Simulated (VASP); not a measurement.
# Ir in VASP: single point with r2SCAN

Aim: the single point of Ir with r2SCAN.

All numbers are computed with VASP 6.6.1; they aren't measurements. Logs are shortened: lines on timing, memory, paths and dates and some standing lists are left out, and cuts for length are marked.

**1. The cell of the first run**

The cell holds a slab with vacuum, 5 atoms: a = 2.719 Å, b = 2.719 Å, c = 24.880 Å, α = 90.00°, β = 90.00°, γ = 120.00°.

**2. Single point, r2SCAN**

POSCAR reads:

```
Ir
1.0
    2.7188675793      0.0000000000      0.0000000000
   -1.3594337896      2.3546083932      0.0000000000
    0.0000000000      0.0000000000     24.8798000000
Ir
5
Direct
    0.8333333333      0.1666666667      0.3236824708
    0.1666666667      0.8333333333      0.4109582237
    0.5000000000      0.5000000000      0.5000000001
    0.8333333333      0.1666666667      0.5890417762
    0.1666666667      0.8333333333      0.6763175292
```

INCAR.step1 reads:

```
ALGO = Normal
DIPOL = 0.5 0.5 0.500
EDIFF = 1E-4
ENCUT = 520
GGA = PE
IDIPOL = 3
ISMEAR = -1
LASPH = T
LCHARG = F
LDIPOL = T
LREAL = F
LWAVE = T
NBANDS = 30
NELM = 80
PREC = Accurate
SIGMA = 0.05
```

INCAR.step2 reads:

```
ALGO = Normal
DIPOL = 0.5 0.5 0.500
EDIFF = 1E-6
ENCUT = 520
IDIPOL = 3
ISIF = 2
ISMEAR = -1
ISTART = 1
LASPH = T
LCHARG = F
LDIPOL = T
LMIXTAU = T
LREAL = F
LWAVE = F
METAGGA = R2SCAN
NBANDS = 30
NELM = 80
PREC = Accurate
SIGMA = 0.05
```

KPOINTS reads:

```
k-points
0
Gamma
  17 17 1
```

Potentials or basis: VASP PAW PBE potentials, release 64 (Ir).

The run is started by

```bash
cat potpaw_PBE.64/Ir/POTCAR > POTCAR
cp INCAR.step1 INCAR
mpirun -np 1 vasp_std > vasp.out
cp INCAR.step2 INCAR
mpirun -np 1 vasp_std > vasp.out
```

OUTCAR:

```text
EDIFF = 1E-6
   ENCUT = 520
   ISIF = 2
   ISMEAR = -1
   ISTART = 1
   LASPH = T
   LREAL = F
   METAGGA = R2SCAN
   NELM = 80
   PREC = Accurate

 ion  position               nearest neighbor table
   1  0.833  0.167  0.324-   2 2.68   2 2.68   2 2.68
   2  0.167  0.833  0.411-   1 2.68   1 2.68   1 2.68   3 2.72   3 2.72   3 2.72
   3  0.500  0.500  0.500-   4 2.72   4 2.72   4 2.72   2 2.72   2 2.72   2 2.72
   4  0.833  0.167  0.589-   5 2.68   5 2.68   5 2.68   3 2.72   3 2.72   3 2.72
   5  0.167  0.833  0.676-   4 2.68   4 2.68   4 2.68

  LATTYP: Found a hexagonal cell.
 ALAT       =     2.7188675793
 C/A-ratio  =     9.1507950551

  Lattice vectors:

 A1 = (   2.7188675793,   0.0000000000,   0.0000000000)
 A2 = (  -1.3594337896,   2.3546083932,   0.0000000000)
 A3 = (   0.0000000000,   0.0000000000,  24.8798000000)

Analysis of symmetry for initial positions (statically):
=====================================================================
 Subroutine PRICEL returns:
 Original cell was already a primitive cell.

 Routine SETGRP: Setting up the symmetry group for a
 hexagonal supercell.

 Subroutine GETGRP returns: Found 12 space group operations
 (whereof  4 operations were pure point group operations)
 out of a pool of 24 trial point group operations.

The static configuration has the point symmetry C_2h.
 The point group associated with its full space group is D_3d.

Analysis of symmetry for dynamics (positions and initial velocities):
=====================================================================
 Subroutine PRICEL returns:
 Original cell was already a primitive cell.

 Routine SETGRP: Setting up the symmetry group for a
 hexagonal supercell.

 Subroutine GETGRP returns: Found 12 space group operations
 (whereof  4 operations were pure point group operations)
 out of a pool of 24 trial point group operations.

The dynamic configuration has the point symmetry C_2h.
 The point group associated with its full space group is D_3d.

 Subroutine INISYM returns: Found 12 space group operations
 (whereof  4 operations are pure point group operations),
 and found     1 'primitive' translations

----------------------------------------------------------------------------------------

                                     Primitive cell

  volume of cell :     159.2772

  direct lattice vectors                    reciprocal lattice vectors
     2.718867579  0.000000000  0.000000000     0.367800185  0.212349536  0.000000000
    -1.359433790  2.354608393  0.000000000     0.000000000  0.424699072  0.000000000
     0.000000000  0.000000000 24.879800000     0.000000000  0.000000000  0.040193249

  length of vectors
     2.718867579  2.718867579 24.879800000     0.424699072  0.424699072  0.040193249

  position of ions in fractional coordinates (direct lattice)
     0.833333333  0.166666667  0.323682471
     0.166666667  0.833333333  0.410958224
     0.500000000  0.500000000  0.500000000
     0.833333333  0.166666667  0.589041776
     0.166666667  0.833333333  0.676317529

  ion indices of the primitive-cell ions
   primitive index   ion index
                 1           1
                 2           2
                 3           3
                 4           4
                 5           5

----------------------------------------------------------------------------------------

 KPOINTS: k-points

Automatic generation of k-mesh.
 Grid dimensions read from file:
 generate k-points for:   17   17    1

 Generating k-lattice:

  Cartesian coordinates                     Fractional coordinates (reciprocal lattice)
     0.021635305  0.012491149  0.000000000     0.058823529  0.000000000  0.000000000
     0.000000000  0.024982298  0.000000000     0.000000000  0.058823529  0.000000000
     0.000000000  0.000000000  0.040193249     0.000000000  0.000000000  1.000000000

  Length of vectors
     0.024982298  0.024982298  0.040193249

  Shift w.r.t. Gamma in fractional coordinates (k-lattice)
     0.000000000  0.000000000  0.000000000

 Subroutine IBZKPT returns following result:
 ===========================================

 Found     33 irreducible k-points:

 Following reciprocal coordinates:
            Coordinates               Weight
  0.000000  0.000000  0.000000      1.000000
  0.058824  0.000000  0.000000      6.000000
  0.117647  0.000000  0.000000      6.000000
  0.176471  0.000000  0.000000      6.000000
  0.235294  0.000000  0.000000      6.000000
  0.294118  0.000000  0.000000      6.000000
[... 16 lines left out ...]
  0.411765  0.117647  0.000000     12.000000
  0.176471  0.176471  0.000000      6.000000
 [... further k-points ...]
   k-points           NKPTS =     33   k-points in BZ     NKDIM =     33   number of bands    NBANDS=     30
   number of dos      NEDOS =    301   number of ions     NIONS =      5
   total plane-waves  NPLWV =  76800
   dimension x,y,z NGX =    20 NGY =   20 NGZ =  192
   dimension x,y,z NGXF=    40 NGYF=   40 NGZF=  384
   ions per type =               5
   NGX,Y,Z   is equivalent  to a cutoff of  12.23, 12.23, 12.83 a.u.
   NGXF,Y,Z  is equivalent  to a cutoff of  24.46, 24.46, 25.66 a.u.
 SYSTEM =  unknown system
   PREC   = accura    normal or accurate (medium, high low for compatibility)
   ISTART =      1    job   : 0-new  1-cont  2-samecut
   ICHARG =      0    charge: 1-file 2-atom 10-const
   ISPIN  =      1    spin polarized calculation?
   LNONCOLLINEAR =      F non collinear calculations
   LSORBIT =      F    spin-orbit coupling
   LASPH  =      T    aspherical Exc in radial PAW
   ENCUT  =  520.0 eV  38.22 Ry    6.18 a.u.   5.06  5.06 46.26*2*pi/ulx,y,z
   NELM   =     80;   NELMIN=  2; NELMDL=  0     # of ELM steps
   EDIFF  = 0.1E-05   stopping-criterion for ELM
   LREAL  =      F    real-space projection
   EDIFFG = 0.1E-04   stopping-criterion for IOM
   NSW    =      0    number of steps for IOM
   IBRION =     -1    ionic relax: 0-MD 1-quasi-New 2-CG
   NFREE  =      0    steps in history (QN), initial steepest desc. (CG)
   ISIF   =      2    stress and relaxation
   ISYM   =      2    0-nonsym 1-usesym 2-fastsym
   POTIM  = 0.5000    time-step for ionic-motion
   TEBEG  =    0.0;   TEEND  =   0.0 temperature during run
   PSTRESS=    0.0 pullay stress
   NELECT =      45.0000    total number of electrons
   NUPDOWN=      -1.0000    fix difference up-down
   EMIN   =  10.00;   EMAX   =-10.00  energy-range for DOS
   EFERMI =   0.00;   METHOD = LEGACY
   ISMEAR =    -1;   SIGMA  =   0.05  broadening in eV -4-tet -1-fermi 0-gaus
   EFERMI_NEDOS =   21; number of points for ismear=-14 and -15
   IALGO  =     38    algorithm
   IMIX   =      4    mixing-type and parameters
     AMIX     =   0.40;   BMIX     =  1.00
     AMIX_MAG =   1.60;   BMIX_MAG =  1.00
  volume/ion in A,a.u.               =      31.86       214.97
  Fermi-wavevector in a.u.,A,eV,Ry     =   1.074223  2.029987 15.700513  1.153955
  Thomas-Fermi vector in A             =   2.210045
   LORBIT       =      0    0 simple, 1 ext, 2 COOP (PROOUT), +10 PAW based schemes
   METAGGA = R2SCAN    functional components
   LHFCALC =     F    Hartree Fock is set to
   AEXX    =    0.0000 exact exchange contribution
   IVDW    =     0    specifies the selected vdW correction
   LEPSILON=     F    determine dielectric tensor
   LRPA    =     F    only Hartree local field effects (RPA)
 non-spin polarized calculation
  energy-cutoff  :      520.00
  volume of cell :      159.28
 maximum number of plane-waves:      4327
   NGX = 11   NGY = 11   NGZ = 93

 dipolmoment           0.000000      0.000000      0.000000 electrons x Angstroem

 number of electron      45.0000001 magnetization

 dipolmoment           0.000000      0.000000     -0.000000 electrons x Angstroem

 Free energy of the ion-electron system (eV)
  ---------------------------------------------------
  ext. energy  EPLUGINS =         0.00000000
  ---------------------------------------------------
  free energy    TOTEN  =      -259.86437678 eV

  energy without entropy =     -259.82493361  energy(sigma->0) =     -259.84465520

 E-fermi :   1.3609     XC(G=0):  -7.5099

 val. band max:        1.3483962094   @ k =   0.2941   0.0588   0.0000
 cond. band min:       1.3654502571   @ k =   0.4706   0.0588   0.0000
 fundamental gap:      0.0170540477
 Fermi energy:         1.3609396391

 k-point     1 :       0.0000    0.0000    0.0000
  band No.  band energies     occupation
      1      -9.7040      2.00000
      2      -8.6203      2.00000
      3      -7.3523      2.00000
      4      -6.7606      2.00000
      5      -6.6762      2.00000
      6      -2.8525      2.00000
[... 22 lines left out ...]
     29       1.7343      0.00114
     30       2.2638      0.00000

 k-point     2 :       0.0588    0.0000    0.0000
  band No.  band energies     occupation
      1      -9.5635      2.00000
      2      -8.4833      2.00000
      3      -7.2127      2.00000
      4      -6.6244      2.00000
      5      -6.5348      2.00000
      6      -3.0085      2.00000
[... 22 lines left out ...]
     29       2.2760      0.00000
     30       2.3434      0.00000

 k-point     3 :       0.1176    0.0000    0.0000
  band No.  band energies     occupation
      1      -9.1569      2.00000
      2      -8.0930      2.00000
      3      -6.8207      2.00000
      4      -6.2424      2.00000
      5      -6.1363      2.00000
      6      -3.4184      2.00000
[... 682 lines left out ...]
     29       6.1609      0.00000
     30       6.8058      0.00000

 k-point    24 :       0.1765    0.1765    0.0000
  band No.  band energies     occupation
      1      -6.7167      2.00000
      2      -6.0993      2.00000
      3      -5.2883      2.00000
      4      -4.7537      2.00000
      5      -4.5394      2.00000
      6      -4.3682      2.00000
[... 22 lines left out ...]
     29       4.0732      0.00000
     30       6.0464      0.00000

 [... further k-points ...]

------------------------ aborting loop because EDIFF is reached ----------------------------------------

 vacuum level on the upper side and lower side of the slab       (xc-potential included)        -0.038        -0.038

  FORCE on cell =-STRESS in cart. coord.  units (eV):
  Direction    XX          YY          ZZ          XY          YZ          ZX
  --------------------------------------------------------------------------------------
  -------------------------------------------------------------------------------------
  Total       -3.1442808     -3.1442808      0.9129464     -0.0000000     -0.0000000      0.0000000
  in kB      -31.6284771    -31.6284771      9.1833729     -0.0000000     -0.0000000      0.0000000
  external PRESSURE =     -18.0245271 kB  Pullay stress =       0.0000000 kB

 VOLUME and BASIS-vectors are now :
 -----------------------------------------------------------------------------
  energy-cutoff  :      520.00
  volume of cell :      159.28
      direct lattice vectors                 reciprocal lattice vectors
     2.718867579  0.000000000  0.000000000     0.367800185  0.212349536  0.000000000
    -1.359433790  2.354608393  0.000000000     0.000000000  0.424699072  0.000000000
     0.000000000  0.000000000 24.879800000     0.000000000  0.000000000  0.040193249

 POSITION                                       TOTAL-FORCE (eV/Angst)
 -----------------------------------------------------------------------------------
      2.03915      0.39243      8.05316        -0.000000      0.000000     -0.112397
     -0.67972      1.96217     10.22456         0.000000      0.000000      0.009499
      0.67972      1.17730     12.43990        -0.000000     -0.000000      0.000000
      2.03915      0.39243     14.65524        -0.000000     -0.000000     -0.009499
     -0.67972      1.96217     16.82664         0.000000     -0.000000      0.112397
 -----------------------------------------------------------------------------------
    total drift:                               -0.000000      0.000000     -0.000000

  FREE ENERGIE OF THE ION-ELECTRON SYSTEM (eV)
  ---------------------------------------------------
  free  energy   TOTEN  =      -259.8643767788 eV

  energy  without entropy=     -259.8249336129  energy(sigma->0) =     -259.84465520

 vacuum level on the upper side and lower side of the slab         6.920         6.920
```

Run time: 8.3 min. Hardware: 1 thread of Intel Xeon 6975P-C (Granite Rapids), shared host; peak memory 0.37 GiB.

What came out:

* Free energy: -259.8644 eV
* Largest force: 0.112 eV/Å

Forces in eV/Å, atoms in the order of the input:
```
Ir   0.000  0.000 -0.112
Ir   0.000  0.000  0.009
Ir   0.000  0.000  0.000
Ir   0.000  0.000 -0.009
Ir   0.000  0.000  0.112
```

Caveat: the PAW data sets were made with another functional, which shifts forces and pressure a little; spin-orbit coupling is left out, which moves the levels of the heavy elements.
